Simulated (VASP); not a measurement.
# TiW3C4 (I4/mmm) in VASP: notebook

TiW3C4 is run at these levels: PBE; tasks: single point.

Everything below comes from runs of VASP 6.6.1. Logs are shortened: lines on timing, memory, paths and dates and some standing lists are left out, and cuts for length are marked.

### Step 1. The cell of the first run

It takes space group I4/mmm (No. 139, tetragonal). Conventional cell: a = 4.364 Å, b = 4.364 Å, c = 8.701 Å, α = 90.00°, β = 90.00°, γ = 90.00°. Within 2.8 Å of Ti (site symmetry 4/mmm) lie 6 C at 2.14 to 2.18 Å. W (site symmetry -4m2) has 6 C at 2.18 Å within 2.9 Å. Within 2.9 Å of W (site symmetry 4/mmm) lie 6 C at 2.18 to 2.21 Å. Within 2.9 Å of C (site symmetry mmm) lie 4 W at 2.18 Å and 2 Ti at 2.18 Å. C (site symmetry 4mm) has 1 Ti at 2.14 Å and 5 W at 2.18 to 2.21 Å within 2.8 Å.

### Step 2. Single point, PBE

INCAR reads:

```
ALGO = Normal ; EDIFF = 1E-6
ENCUT = 520 ; GGA = PE
ISIF = 2 ; ISMEAR = 0
LASPH = True ; LCHARG = False
LREAL = False ; LWAVE = False
NBANDS = 45 ; NELM = 100
PREC = Accurate ; SIGMA = 0.1
```

KPOINTS reads:

```
k-points
0
Gamma
  6 6 6
```

POSCAR reads:

```
TiW3C4
1.0
   -2.1821936298      2.1821936298      4.3505590537
    2.1821936298     -2.1821936298      4.3505590537
    2.1821936298      2.1821936298     -4.3505590537
Ti W C
1 3 4
Direct
    0.0000000000      0.0000000000      0.0000000000
    0.2500000000      0.7500000000      0.5000000000
    0.7500000000      0.2500000000      0.5000000000
    0.5000000000      0.5000000000      0.0000000000
    0.0000000000      0.5000000000      0.5000000000
    0.7538273180      0.7538273180      0.0000000000
    0.5000000000      0.0000000000      0.5000000000
    0.2461726820      0.2461726820      0.0000000000
```

Potentials or basis: VASP PAW PBE potentials, release 64 (Ti_sv, W_sv, C).

On the command line:

```
cat potpaw_PBE.64/Ti_sv/POTCAR potpaw_PBE.64/W_sv/POTCAR potpaw_PBE.64/C/POTCAR > POTCAR
mpirun -np 1 vasp_std > vasp.out
```

OUTCAR:

```text
EDIFF = 1E-6
   ENCUT = 520
   GGA = PE
   ISIF = 2
   ISMEAR = 0
   LASPH = True
   LREAL = False
   NELM = 100
   PREC = Accurate

 ion  position               nearest neighbor table
   1  0.000  0.000  0.000-   6 2.14   8 2.14   7 2.18   5 2.18   5 2.18   7 2.18   3 3.08   3 3.08
                             2 3.08   2 3.08   2 3.08   3 3.08   2 3.08   3 3.08   4 3.09   4 3.09
   2  0.250  0.750  0.500-   5 2.18   7 2.18   6 2.18   8 2.18   6 2.18   8 2.18   4 3.08   1 3.08
                             1 3.08   4 3.08   4 3.08   1 3.08   1 3.08   4 3.08   3 3.09   3 3.09
   3  0.750  0.250  0.500-   5 2.18   7 2.18   6 2.18   8 2.18   6 2.18   8 2.18   4 3.08   4 3.08
                             1 3.08   1 3.08   4 3.08   1 3.08   1 3.08   4 3.08   2 3.09   2 3.09
   4  0.500  0.500  0.000-   5 2.18   7 2.18   7 2.18   5 2.18   6 2.21   8 2.21   2 3.08   2 3.08
                             3 3.08   3 3.08   2 3.08   3 3.08   2 3.08   3 3.08   1 3.09   1 3.09
   5  0.000  0.500  0.500-   2 2.18   3 2.18   1 2.18   4 2.18   1 2.18   4 2.18
   6  0.754  0.754  0.000-   1 2.14   2 2.18   3 2.18   3 2.18   2 2.18   4 2.21
   7  0.500  0.000  0.500-   2 2.18   3 2.18   1 2.18   4 2.18   4 2.18   1 2.18
   8  0.246  0.246  0.000-   1 2.14   2 2.18   3 2.18   2 2.18   3 2.18   4 2.21

  LATTYP: Found a body centered tetragonal cell.
 ALAT       =     4.3643872596
 C/A-ratio  =     1.9936631627

  Lattice vectors:

 A1 = (  -2.1821936298,   2.1821936298,   4.3505590537)
 A2 = (   2.1821936298,  -2.1821936298,   4.3505590537)
 A3 = (   2.1821936298,   2.1821936298,  -4.3505590537)

Analysis of symmetry for initial positions (statically):
=====================================================================
 Subroutine PRICEL returns:
 Original cell was already a primitive cell.

 Routine SETGRP: Setting up the symmetry group for a
 body centered tetragonal supercell.

 Subroutine GETGRP returns: Found 16 space group operations
 (whereof 16 operations were pure point group operations)
 out of a pool of 16 trial point group operations.

The static configuration has the point symmetry D_4h.

Analysis of symmetry for dynamics (positions and initial velocities):
=====================================================================
 Subroutine PRICEL returns:
 Original cell was already a primitive cell.

 Routine SETGRP: Setting up the symmetry group for a
 body centered tetragonal supercell.

 Subroutine GETGRP returns: Found 16 space group operations
 (whereof 16 operations were pure point group operations)
 out of a pool of 16 trial point group operations.

The dynamic configuration has the point symmetry D_4h.

[... 112 lines left out ...]
   EDIFFG = 0.1E-04   stopping-criterion for IOM
   NSW    =      0    number of steps for IOM
   IBRION =     -1    ionic relax: 0-MD 1-quasi-New 2-CG
   NFREE  =      0    steps in history (QN), initial steepest desc. (CG)
   ISIF   =      2    stress and relaxation
   ISYM   =      2    0-nonsym 1-usesym 2-fastsym
   POTIM  = 0.5000    time-step for ionic-motion
   TEBEG  =    0.0;   TEEND  =   0.0 temperature during run
   PSTRESS=    0.0 pullay stress
   NELECT =      70.0000    total number of electrons
   NUPDOWN=      -1.0000    fix difference up-down
   EMIN   =  10.00;   EMAX   =-10.00  energy-range for DOS
   EFERMI =   0.00;   METHOD = LEGACY
   ISMEAR =     0;   SIGMA  =   0.10  broadening in eV -4-tet -1-fermi 0-gaus
   EFERMI_NEDOS =   21; number of points for ismear=-14 and -15
   IALGO  =     38    algorithm
   IMIX   =      4    mixing-type and parameters
     AMIX     =   0.40;   BMIX     =  1.00
     AMIX_MAG =   1.60;   BMIX_MAG =  1.00
  volume/ion in A,a.u.               =      10.36        69.90
  Fermi-wavevector in a.u.,A,eV,Ry     =   1.547546  2.924438 32.584584  2.394899
  Thomas-Fermi vector in A             =   2.652624
   LORBIT       =      0    0 simple, 1 ext, 2 COOP (PROOUT), +10 PAW based schemes
   GGA     = PE    functional components
   LHFCALC =     F    Hartree Fock is set to
   AEXX    =    0.0000 exact exchange contribution
   IVDW    =     0    specifies the selected vdW correction
   LEPSILON=     F    determine dielectric tensor
   LRPA    =     F    only Hartree local field effects (RPA)
 non-spin polarized calculation
 Gauss-broadening in eV      SIGMA  =   0.10
  energy-cutoff  :      520.00
  volume of cell :       82.87
 maximum number of plane-waves:      2252
   NGX = 19   NGY = 19   NGZ = 19

 number of electron      70.0000007 magnetization

 Free energy of the ion-electron system (eV)
  ---------------------------------------------------
  ext. energy  EPLUGINS =         0.00000000
  ---------------------------------------------------
  free energy    TOTEN  =       -84.26759281 eV

  energy without entropy =      -84.25207806  energy(sigma->0) =      -84.25983544

 E-fermi :  11.9254     XC(G=0): -13.5193

 val. band max:       11.9243119661   @ k =   0.5000   0.5000   0.1667
 cond. band min:      11.9571913798   @ k =  -0.1667   0.1667   0.1667
 fundamental gap:      0.0328794137
 Fermi energy:        11.9253910282

 k-point     1 :       0.0000    0.0000    0.0000
  band No.  band energies     occupation
      1     -63.3718      2.00000
      2     -63.3371      2.00000
      3     -63.3213      2.00000
      4     -45.5226      2.00000
      5     -27.8209      2.00000
      6     -27.7593      2.00000
[... 1141 lines left out ...]
     44      14.5951      0.00000
     45      14.7371      0.00000

 [... further k-points ...]
[... 5 lines left out ...]
  --------------------------------------------------------------------------------------
  -------------------------------------------------------------------------------------
  Total        0.2324050      0.2324050      0.2057021      0.0000000      0.0000000      0.0000000
  in kB        4.4932893      4.4932893      3.9770187      0.0000000      0.0000000      0.0000000
  external PRESSURE =       4.3211991 kB  Pullay stress =       0.0000000 kB

 VOLUME and BASIS-vectors are now :
 -----------------------------------------------------------------------------
  energy-cutoff  :      520.00
  volume of cell :       82.87
      direct lattice vectors                 reciprocal lattice vectors
    -2.182193630  2.182193630  4.350559054     0.000000000  0.229127238  0.114927758
     2.182193630 -2.182193630  4.350559054     0.229127238  0.000000000  0.114927758
     2.182193630  2.182193630 -4.350559054     0.229127238  0.229127238  0.000000000

 POSITION                                       TOTAL-FORCE (eV/Angst)
 -----------------------------------------------------------------------------------
      0.00000      0.00000      0.00000         0.000000      0.000000      0.000000
      2.18219      0.00000      2.17528         0.000000      0.000000      0.000000
      0.00000      2.18219      2.17528         0.000000      0.000000     -0.000000
      0.00000      0.00000      4.35056         0.000000      0.000000      0.000000
      2.18219      0.00000      0.00000         0.000000      0.000000      0.000000
      0.00000      0.00000      6.55914        -0.000000     -0.000000     -0.019598
      0.00000      2.18219      0.00000         0.000000      0.000000      0.000000
      0.00000      0.00000      2.14198        -0.000000     -0.000000      0.019598
 -----------------------------------------------------------------------------------
    total drift:                               -0.000000     -0.000000      0.000000

  FREE ENERGIE OF THE ION-ELECTRON SYSTEM (eV)
  ---------------------------------------------------
  free  energy   TOTEN  =       -84.2675928122 eV

  energy  without entropy=      -84.2520780598  energy(sigma->0) =      -84.25983544
```

Run time: 2.4 min. Hardware: 1 thread of Intel Xeon Platinum 8488C (Sapphire Rapids), shared host; peak memory 0.3 GiB.

What came out:

```yaml
Free_energy: -84.2676 eV
Pressure: 0.4 GPa
Largest_force: 0.020 eV/Å
Band_gap_on_the_k_mesh: zero (band 35 reaches 13.31 eV, above the bottom of band 36 at 9.99 eV)
```

Forces on the atoms (eV/Å):
```
Ti   0.000  0.000  0.000
W    0.000  0.000  0.000
W    0.000  0.000  0.000
W    0.000  0.000  0.000
C    0.000  0.000  0.000
C    0.000  0.000 -0.020
C    0.000  0.000  0.000
C    0.000  0.000  0.020
```

Caveat: spin-orbit coupling is left out, which moves the levels of the heavy elements.

### Step 3. Single point, PBE

This run uses another cell than the first one, of 14.69 Å³/atom, 1.418 times its volume.

INCAR reads:

```
ALGO     = Normal         # electronic algorithm
EDIFF    = 1E-6           # SCF threshold, eV
ENCUT    = 520            # plane-wave cutoff, eV
GGA      = PE             # functional
ISIF     = 2              # what is computed and relaxed
ISMEAR   = 0              # smearing method
LASPH    = T              # aspherical terms in the spheres
LCHARG   = F              # write CHGCAR
LREAL    = F              # projectors in reciprocal space
LWAVE    = F              # write WAVECAR
NBANDS   = 45             # bands
NELM     = 100            # most SCF steps
PREC     = Accurate       # precision mode
SIGMA    = 0.1            # smearing width, eV
```

KPOINTS is that of step 2.

POSCAR reads:

```
TiW3C4
1.0
   -2.4490127500      2.4490127500      4.8980255100
    2.4490127500     -2.4490127500      4.8980255100
    2.4490127500      2.4490127500     -4.8980255100
Ti W C
1 3 4
Direct
    0.0000000000      0.0000000000      0.0000000000
    0.2500000000      0.7500000000      0.5000000000
    0.7500000000      0.2500000000      0.5000000000
    0.5000000000      0.5000000000      0.0000000000
    0.0000000000      0.5000000000      0.5000000000
    0.7500000000      0.7500000000      0.0000000000
    0.5000000000      0.0000000000      0.5000000000
    0.2500000000      0.2500000000      0.0000000000
```

Potentials or basis: VASP PAW PBE potentials, release 64 (Ti_sv, W_sv, C).

On the command line:

```
cat potpaw_PBE.64/Ti_sv/POTCAR potpaw_PBE.64/W_sv/POTCAR potpaw_PBE.64/C/POTCAR > POTCAR
mpirun -np 1 vasp_std > vasp.out
```

Wall time 4 min (1 thread of Intel Xeon Platinum 8488C (Sapphire Rapids), shared host); peak memory 0.4 GiB.

The run converged. Its results:

```
Free energy            : -76.0960 eV
Pressure               : -55.4 GPa
Largest force          : 0.204 eV/Å
Band gap on the k mesh : zero (band 35 reaches 8.03 eV, above the bottom of band 36 at 5.96 eV)
```

Forces on the atoms (eV/Å):
```
Ti   0.000  0.000  0.000
W    0.000  0.000  0.000
W    0.000  0.000  0.000
W    0.000  0.000  0.000
C    0.000  0.000  0.000
C    0.000  0.000 -0.204
C    0.000  0.000  0.000
C    0.000  0.000  0.204
```

Stress tensor (GPa, compression positive):
```
-55.16   0.00   0.00
  0.00 -55.16   0.00
  0.00   0.00 -55.92
```

Levels at points of the mesh, in eV from the Fermi level:
```csv
k point,band 31,band 32,band 33,band 34,band 35,band 36,band 37,band 38,band 39,band 40
"(0.00, 0.00, 0.00)",-1.21,-1.21,-1.13,-0.31,-0.22,-0.07,-0.06,-0.06,0.65,0.65
"(0.50, 0.00, 0.00)",-2.83,-2.50,-1.00,-0.49,0.31,0.39,0.49,0.58,0.63,0.86
"(0.50, 0.50, 0.00)",-3.38,-2.80,-0.12,0.20,0.69,0.75,0.80,0.82,0.88,1.10
"(0.50, 0.50, 0.50)",-1.66,-1.66,-1.45,-1.41,-1.41,-1.38,-0.05,0.31,0.69,0.74
```

Caveat: spin-orbit coupling is left out, which moves the levels of the heavy elements.
